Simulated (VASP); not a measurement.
# ZnS (CsCl type) (Pm-3m) in VASP: further runs

Runs on ZnS (CsCl type). Level: PBE. Tasks: single point.

All numbers are computed with VASP 6.6.1; they aren't measurements. Logs are shortened: lines on timing, memory, paths and dates and some standing lists are left out, and cuts for length are marked.

### 1 The cell of the first run

It takes space group Pm-3m (No. 221, cubic). The conventional cell has a = 3.132 Å, b = 3.132 Å, c = 3.132 Å, α = 90.00°, β = 90.00°, γ = 90.00°. Within 3.6 Å of Zn (site symmetry m-3m) lie 8 S at 2.71 Å and 6 Zn at 3.13 Å. S (site symmetry m-3m) has 8 Zn at 2.71 Å and 6 S at 3.13 Å within 3.6 Å.

### 2 Single point, PBE (volume scaled by 0.94)

INCAR

```
ALGO     = Normal         # electronic algorithm
EDIFF    = 1E-7           # SCF threshold, eV
ENCUT    = 520            # plane-wave cutoff, eV
GGA      = PE             # functional
ISIF     = 2              # what is computed and relaxed
ISMEAR   = -1             # smearing method
LASPH    = True           # aspherical terms in the spheres
LCHARG   = False          # write CHGCAR
LREAL    = False          # projectors in reciprocal space
LWAVE    = False          # write WAVECAR
NBANDS   = 16             # bands
NELM     = 100            # most SCF steps
PREC     = Accurate       # precision mode
SIGMA    = 0.1            # smearing width, eV
```

KPOINTS

```
k-points
0
Gamma
  15 15 15
```

POSCAR

```
ZnS
1.0
    3.1321887209      0.0000000000      0.0000000000
    0.0000000000      3.1321887209      0.0000000000
    0.0000000000      0.0000000000      3.1321887209
Zn S
1 1
Direct
    0.0000000000      0.0000000000      0.0000000000
    0.5000000000      0.5000000000      0.5000000000
```

Potentials or basis: VASP PAW PBE potentials, release 64 (Zn, S).

On the command line:

```sh
$ cat potpaw_PBE.64/Zn/POTCAR potpaw_PBE.64/S/POTCAR > POTCAR
$ mpirun -np 1 vasp_std > vasp.out
```

OUTCAR:

```text
EDIFF = 1E-7
   ENCUT = 520
   GGA = PE
   ISIF = 2
   ISMEAR = -1
   LASPH = True
   LREAL = False
   NELM = 100
   PREC = Accurate

 ion  position               nearest neighbor table
   1  0.000  0.000  0.000-   2 2.71   2 2.71   2 2.71   2 2.71   2 2.71   2 2.71   2 2.71   2 2.71

   2  0.500  0.500  0.500-   1 2.71   1 2.71   1 2.71   1 2.71   1 2.71   1 2.71   1 2.71   1 2.71

  LATTYP: Found a simple cubic cell.
 ALAT       =     3.1321887209

  Lattice vectors:

 A1 = (   3.1321887209,   0.0000000000,   0.0000000000)
 A2 = (   0.0000000000,   3.1321887209,   0.0000000000)
 A3 = (   0.0000000000,   0.0000000000,   3.1321887209)

Analysis of symmetry for initial positions (statically):
=====================================================================
 Subroutine PRICEL returns:
 Original cell was already a primitive cell.

 Routine SETGRP: Setting up the symmetry group for a
 simple cubic supercell.

 Subroutine GETGRP returns: Found 48 space group operations
 (whereof 48 operations were pure point group operations)
 out of a pool of 48 trial point group operations.

The static configuration has the point symmetry O_h .

Analysis of symmetry for dynamics (positions and initial velocities):
=====================================================================
 Subroutine PRICEL returns:
 Original cell was already a primitive cell.

 Routine SETGRP: Setting up the symmetry group for a
 simple cubic supercell.

 Subroutine GETGRP returns: Found 48 space group operations
 (whereof 48 operations were pure point group operations)
 out of a pool of 48 trial point group operations.

The dynamic configuration has the point symmetry O_h .

 Subroutine INISYM returns: Found 48 space group operations
 (whereof 48 operations are pure point group operations),
 and found     1 'primitive' translations

----------------------------------------------------------------------------------------

                                     Primitive cell

  volume of cell :      30.7287

  direct lattice vectors                    reciprocal lattice vectors
     3.132188721  0.000000000  0.000000000     0.319265564  0.000000000  0.000000000
     0.000000000  3.132188721  0.000000000     0.000000000  0.319265564  0.000000000
     0.000000000  0.000000000  3.132188721     0.000000000  0.000000000  0.319265564

  length of vectors
     3.132188721  3.132188721  3.132188721     0.319265564  0.319265564  0.319265564

  position of ions in fractional coordinates (direct lattice)
     0.000000000  0.000000000  0.000000000
     0.500000000  0.500000000  0.500000000

  ion indices of the primitive-cell ions
   primitive index   ion index
                 1           1
                 2           2

----------------------------------------------------------------------------------------

 KPOINTS: k-points

Automatic generation of k-mesh.
 Grid dimensions read from file:
 generate k-points for:   15   15   15

 Generating k-lattice:

  Cartesian coordinates                     Fractional coordinates (reciprocal lattice)
     0.021284371  0.000000000  0.000000000     0.066666667  0.000000000  0.000000000
     0.000000000  0.021284371  0.000000000     0.000000000  0.066666667  0.000000000
     0.000000000  0.000000000  0.021284371     0.000000000  0.000000000  0.066666667

  Length of vectors
     0.021284371  0.021284371  0.021284371

  Shift w.r.t. Gamma in fractional coordinates (k-lattice)
     0.000000000  0.000000000  0.000000000

 Subroutine IBZKPT returns following result:
 ===========================================

 Found    120 irreducible k-points:

 Following reciprocal coordinates:
            Coordinates               Weight
  0.000000  0.000000  0.000000      1.000000
  0.066667  0.000000  0.000000      6.000000
  0.133333  0.000000  0.000000      6.000000
  0.200000  0.000000  0.000000      6.000000
  0.266667  0.000000  0.000000      6.000000
  0.333333  0.000000  0.000000      6.000000
[... 16 lines left out ...]
  0.266667  0.200000  0.000000     24.000000
  0.333333  0.200000  0.000000     24.000000
 [... further k-points ...]
   k-points           NKPTS =    120   k-points in BZ     NKDIM =    120   number of bands    NBANDS=     16
   number of dos      NEDOS =    301   number of ions     NIONS =      2
   total plane-waves  NPLWV =  13824
   dimension x,y,z NGX =    24 NGY =   24 NGZ =   24
   dimension x,y,z NGXF=    48 NGYF=   48 NGZF=   48
   ions per type =               1   1
   NGX,Y,Z   is equivalent  to a cutoff of  12.74, 12.74, 12.74 a.u.
   NGXF,Y,Z  is equivalent  to a cutoff of  25.48, 25.48, 25.48 a.u.
 SYSTEM =  unknown system
   PREC   = accura    normal or accurate (medium, high low for compatibility)
   ISTART =      0    job   : 0-new  1-cont  2-samecut
   ICHARG =      2    charge: 1-file 2-atom 10-const
   ISPIN  =      1    spin polarized calculation?
   LNONCOLLINEAR =      F non collinear calculations
   LSORBIT =      F    spin-orbit coupling
   LASPH  =      T    aspherical Exc in radial PAW
   ENCUT  =  520.0 eV  38.22 Ry    6.18 a.u.   5.82  5.82  5.82*2*pi/ulx,y,z
   NELM   =    100;   NELMIN=  2; NELMDL= -5     # of ELM steps
   EDIFF  = 0.1E-06   stopping-criterion for ELM
   LREAL  =      F    real-space projection
   EDIFFG = 0.1E-05   stopping-criterion for IOM
   NSW    =      0    number of steps for IOM
   IBRION =     -1    ionic relax: 0-MD 1-quasi-New 2-CG
   NFREE  =      0    steps in history (QN), initial steepest desc. (CG)
   ISIF   =      2    stress and relaxation
   ISYM   =      2    0-nonsym 1-usesym 2-fastsym
   POTIM  = 0.5000    time-step for ionic-motion
   TEBEG  =    0.0;   TEEND  =   0.0 temperature during run
   PSTRESS=    0.0 pullay stress
   NELECT =      18.0000    total number of electrons
   NUPDOWN=      -1.0000    fix difference up-down
   EMIN   =  10.00;   EMAX   =-10.00  energy-range for DOS
   EFERMI =   0.00;   METHOD = LEGACY
   ISMEAR =    -1;   SIGMA  =   0.10  broadening in eV -4-tet -1-fermi 0-gaus
   EFERMI_NEDOS =   21; number of points for ismear=-14 and -15
   IALGO  =     38    algorithm
   IMIX   =      4    mixing-type and parameters
     AMIX     =   0.40;   BMIX     =  1.00
     AMIX_MAG =   1.60;   BMIX_MAG =  1.00
  volume/ion in A,a.u.               =      15.36       103.68
  Fermi-wavevector in a.u.,A,eV,Ry     =   1.369781  2.588510 25.528604  1.876299
  Thomas-Fermi vector in A             =   2.495626
   LORBIT       =      0    0 simple, 1 ext, 2 COOP (PROOUT), +10 PAW based schemes
   GGA     = PE    functional components
   LHFCALC =     F    Hartree Fock is set to
   AEXX    =    0.0000 exact exchange contribution
   IVDW    =     0    specifies the selected vdW correction
   LEPSILON=     F    determine dielectric tensor
   LRPA    =     F    only Hartree local field effects (RPA)
 non-spin polarized calculation
  energy-cutoff  :      520.00
  volume of cell :       30.73
 maximum number of plane-waves:       845
 NGX is ok and might be reduce to    24
   NGX = 11   NGY = 11   NGZ = 11

 number of electron      17.9999980 magnetization

 Free energy of the ion-electron system (eV)
  ---------------------------------------------------
  ext. energy  EPLUGINS =         0.00000000
  ---------------------------------------------------
  free energy    TOTEN  =        -4.91128161 eV

  energy without entropy =       -4.87391739  energy(sigma->0) =       -4.89259950

 E-fermi :   5.2972     XC(G=0): -11.3287

 val. band max:        5.2646495952   @ k =   0.4000   0.0667   0.0000
 cond. band min:       5.2975238663   @ k =   0.4667   0.2667   0.0667
 fundamental gap:      0.0328742711
 Fermi energy:         5.2971571053

 k-point     1 :       0.0000    0.0000    0.0000
  band No.  band energies     occupation
      1      -9.6085      2.00000
      2      -1.9379      2.00000
      3      -1.9379      2.00000
      4      -1.4875      2.00000
      5      -1.4875      2.00000
      6      -1.4875      2.00000
[... 8 lines left out ...]
     15      18.0033      0.00000
     16      20.6380      0.00000

 k-point     2 :       0.0667    0.0000    0.0000
  band No.  band energies     occupation
      1      -9.5594      2.00000
      2      -1.9345      2.00000
      3      -1.9330      2.00000
      4      -1.5000      2.00000
      5      -1.5000      2.00000
      6      -1.4865      2.00000
[... 8 lines left out ...]
     15      17.7605      0.00000
     16      20.6601      0.00000

 k-point     3 :       0.1333    0.0000    0.0000
  band No.  band energies     occupation
      1      -9.4147      2.00000
      2      -1.9254      2.00000
      3      -1.9250      2.00000
      4      -1.5346      2.00000
      5      -1.5346      2.00000
      6      -1.4836      2.00000
[... 8 lines left out ...]
     15      17.2369      0.00000
     16      20.7241      0.00000

 k-point     4 :       0.2000    0.0000    0.0000
  band No.  band energies     occupation
      1      -9.1835      2.00000
      2      -1.9413      2.00000
      3      -1.9109      2.00000
      4      -1.5838      2.00000
      5      -1.5838      2.00000
      6      -1.4794      2.00000
[... 8 lines left out ...]
     15      16.9911      0.00000
     16      20.8223      0.00000
[... 324 lines left out ...]
 k-point    22 :       0.2000    0.2000    0.0000
  band No.  band energies     occupation
      1      -8.7813      2.00000
      2      -1.9405      2.00000
      3      -1.8399      2.00000
      4      -1.6732      2.00000
      5      -1.5890      2.00000
      6      -1.5343      2.00000
[... 8 lines left out ...]
     15      17.8897      0.00000
     16      18.5635      0.00000

 k-point    23 :       0.2667    0.2000    0.0000
  band No.  band energies     occupation
      1      -8.5008      2.00000
      2      -2.0019      2.00000
      3      -1.8144      2.00000
      4      -1.6886      2.00000
      5      -1.6198      2.00000
      6      -1.5376      2.00000
[... 8 lines left out ...]
     15      18.3303      0.00000
     16      18.3505      0.00000

 k-point    24 :       0.3333    0.2000    0.0000
  band No.  band energies     occupation
      1      -8.1918      2.00000
      2      -2.1489      2.00000
      3      -1.8022      2.00000
      4      -1.6851      2.00000
      5      -1.6574      2.00000
      6      -1.5316      2.00000
[... 8 lines left out ...]
     15      18.4528      0.00000
     16      19.4641      0.00000

 [... further k-points ...]
[... 5 lines left out ...]
  --------------------------------------------------------------------------------------
  -------------------------------------------------------------------------------------
  Total        1.0467266      1.0467266      1.0467266      0.0000000      0.0000000      0.0000000
  in kB       54.5757948     54.5757948     54.5757948      0.0000000      0.0000000      0.0000000
  external PRESSURE =      54.5757948 kB  Pullay stress =       0.0000000 kB

 VOLUME and BASIS-vectors are now :
 -----------------------------------------------------------------------------
  energy-cutoff  :      520.00
  volume of cell :       30.73
      direct lattice vectors                 reciprocal lattice vectors
     3.132188721  0.000000000  0.000000000     0.319265564  0.000000000  0.000000000
     0.000000000  3.132188721  0.000000000     0.000000000  0.319265564  0.000000000
     0.000000000  0.000000000  3.132188721     0.000000000  0.000000000  0.319265564

 POSITION                                       TOTAL-FORCE (eV/Angst)
 -----------------------------------------------------------------------------------
      0.00000      0.00000      0.00000         0.000000      0.000000      0.000000
      1.56609      1.56609      1.56609         0.000000      0.000000      0.000000
 -----------------------------------------------------------------------------------
    total drift:                               -0.000000      0.000000     -0.000000

  FREE ENERGIE OF THE ION-ELECTRON SYSTEM (eV)
  ---------------------------------------------------
  free  energy   TOTEN  =        -4.9112816102 eV

  energy  without entropy=       -4.8739173886  energy(sigma->0) =       -4.89259950
```

Run time: 14 s. Hardware: 1 thread of Intel Xeon 6975P-C (Granite Rapids), shared host; peak memory 0.18 GiB.

What came out:

| Property | Result |
| --- | --- |
| Free energy | -4.9113 eV |
| Pressure | 5.5 GPa |
| Band gap on the k mesh | zero (band 9 reaches 5.58 eV, above the bottom of band 10 at 4.29 eV) |

Caveat: the cell differs from its parent crystal (volume scaled by 0.94).

### 3 Single point, PBE

This run uses another cell than the first one, of 16.35 Å³/atom, 1.064 times its volume.

INCAR

```
SYSTEM = ZnS
  ALGO = Normal
  EDIFF = 1E-6
  ENCUT = 520
  GGA = PE
  ISIF = 2
  ISMEAR = -1
  LASPH = .True.
  LCHARG = .False.
  LREAL = .False.
  LWAVE = .False.
  NBANDS = 16
  NELM = 60
  PREC = Accurate
  SIGMA = 0.1
```

KPOINTS

```
k-points
0
Gamma
  15 15 15
  0 0 0
```

POSCAR

```
ZnS
1.0
    3.1974613493      0.0000000000      0.0000000000
    0.0000000000      3.1974613493      0.0000000000
    0.0000000000      0.0000000000      3.1974613493
Zn S
1 1
Direct
    0.0000000000      0.0000000000      0.0000000000
    0.5000000000      0.5000000000      0.5000000000
```

Potentials or basis: VASP PAW PBE potentials, release 64 (Zn, S).

On the command line:

```sh
$ cat potpaw_PBE.64/Zn/POTCAR potpaw_PBE.64/S/POTCAR > POTCAR
$ mpirun -np 1 vasp_std > vasp.out
```

OUTCAR:

```text
SYSTEM = ZnS
   EDIFF = 1E-6
   ENCUT = 520
   GGA = PE
   ISIF = 2
   ISMEAR = -1
   LASPH = .True.
   LREAL = .False.
   NELM = 60
   PREC = Accurate

 ion  position               nearest neighbor table
   1  0.000  0.000  0.000-   2 2.77   2 2.77   2 2.77   2 2.77   2 2.77   2 2.77   2 2.77   2 2.77

   2  0.500  0.500  0.500-   1 2.77   1 2.77   1 2.77   1 2.77   1 2.77   1 2.77   1 2.77   1 2.77

  LATTYP: Found a simple cubic cell.
 ALAT       =     3.1974613493

  Lattice vectors:

 A1 = (   3.1974613493,   0.0000000000,   0.0000000000)
 A2 = (   0.0000000000,   3.1974613493,   0.0000000000)
 A3 = (   0.0000000000,   0.0000000000,   3.1974613493)

Analysis of symmetry for initial positions (statically):
=====================================================================
 Subroutine PRICEL returns:
 Original cell was already a primitive cell.

 Routine SETGRP: Setting up the symmetry group for a
 simple cubic supercell.

 Subroutine GETGRP returns: Found 48 space group operations
 (whereof 48 operations were pure point group operations)
 out of a pool of 48 trial point group operations.

The static configuration has the point symmetry O_h .
[... 160 lines left out ...]

 E-fermi :   4.6261     XC(G=0): -11.0198

 val. band max:        4.6239547200   @ k =   0.4000   0.1333   0.0000
 cond. band min:       4.6264481814   @ k =   0.4000   0.3333   0.0667
 fundamental gap:      0.0024934614
 Fermi energy:         4.6261488905

 k-point     1 :       0.0000    0.0000    0.0000
  band No.  band energies     occupation
      1      -9.7604      2.00000
      2      -2.4574      2.00000
      3      -2.4574      2.00000
      4      -2.0701      2.00000
      5      -2.0701      2.00000
      6      -2.0701      2.00000
[... 433 lines left out ...]
      3      -2.3316      2.00000
      4      -2.2312      2.00000
      5      -2.2130      2.00000
      6      -2.1075      2.00000
[... 8 lines left out ...]
     15      17.6075      0.00000
     16      18.5457      0.00000

 [... further k-points ...]

------------------------ aborting loop because EDIFF is reached ----------------------------------------

  FORCE on cell =-STRESS in cart. coord.  units (eV):
  Direction    XX          YY          ZZ          XY          YZ          ZX
  --------------------------------------------------------------------------------------
  -------------------------------------------------------------------------------------
  Total        0.0107522      0.0107522      0.0107522      0.0000000     -0.0000000     -0.0000000
  in kB        0.5269771      0.5269771      0.5269771      0.0000000     -0.0000000     -0.0000000
  external PRESSURE =       0.5269771 kB  Pullay stress =       0.0000000 kB

 VOLUME and BASIS-vectors are now :
 -----------------------------------------------------------------------------
  energy-cutoff  :      520.00
  volume of cell :       32.69
      direct lattice vectors                 reciprocal lattice vectors
     3.197461349  0.000000000  0.000000000     0.312748112  0.000000000  0.000000000
     0.000000000  3.197461349  0.000000000     0.000000000  0.312748112  0.000000000
     0.000000000  0.000000000  3.197461349     0.000000000  0.000000000  0.312748112

 POSITION                                       TOTAL-FORCE (eV/Angst)
 -----------------------------------------------------------------------------------
      0.00000      0.00000      0.00000         0.000000      0.000000      0.000000
      1.59873      1.59873      1.59873         0.000000      0.000000      0.000000
 -----------------------------------------------------------------------------------
    total drift:                                0.000000      0.000000     -0.000000

  FREE ENERGIE OF THE ION-ELECTRON SYSTEM (eV)
  ---------------------------------------------------
  free  energy   TOTEN  =        -4.9438943730 eV

  energy  without entropy=       -4.9038438481  energy(sigma->0) =       -4.92386911
```

OSZICAR:

```text
N       E                     dE             d eps       ncg     rms          rms(c)
DAV:   1     0.864970637900E+02    0.86497E+02   -0.89985E+03  3848   0.143E+03
DAV:   2    -0.455072767240E+00   -0.86952E+02   -0.81296E+02  4472   0.263E+02
DAV:   3    -0.548347420492E+01   -0.50284E+01   -0.49724E+01  4688   0.597E+01
DAV:   4    -0.552827323499E+01   -0.44799E-01   -0.44791E-01  4664   0.577E+00
DAV:   5    -0.552870439747E+01   -0.43116E-03   -0.43115E-03  4832   0.575E-01    0.710E+00
DAV:   6    -0.496767247778E+01    0.56103E+00   -0.12095E+00  5240   0.301E+01    0.529E+00
DAV:   7    -0.495029921016E+01    0.17373E-01   -0.15664E-01  4248   0.651E+00    0.290E+00
DAV:   8    -0.494390346902E+01    0.63957E-02   -0.13841E-02  5144   0.131E+00    0.439E-01
DAV:   9    -0.494385775427E+01    0.45715E-04   -0.10486E-03  4544   0.292E-01    0.101E-01
DAV:  10    -0.494389099513E+01   -0.33241E-04   -0.40308E-05  5520   0.667E-02    0.247E-02
DAV:  11    -0.494389432858E+01   -0.33335E-05   -0.66869E-06  4256   0.272E-02    0.674E-03
DAV:  12    -0.494389437305E+01   -0.44469E-07   -0.23674E-07  2600   0.351E-03
   1 F= -.49438944E+01 E0= -.49238691E+01  d E =-.400505E-01
```

stdout:

```text
POSCAR found type information on POSCAR ZnS
 POSCAR found :  2 types and       2 ions
 scaLAPACK will be used
 LDA part: xc-table for (Slater+PW92), standard interpolation
 POSCAR, INCAR and KPOINTS ok, starting setup
 FFT: planning ... GRIDC
 FFT: planning ... GRID_SOFT
 FFT: planning ... GRID
 WAVECAR not read
 entering main loop
```

Run time: 14 s. Hardware: 1 thread of Intel Xeon 6975P-C (Granite Rapids), shared host; peak memory 0.17 GiB.

Results:

```yaml
Free_energy: -4.9439 eV
Pressure: 0.1 GPa
Band_gap_on_the_k_mesh: zero (band 9 reaches 4.88 eV, above the bottom of band 10 at 3.67 eV)
```
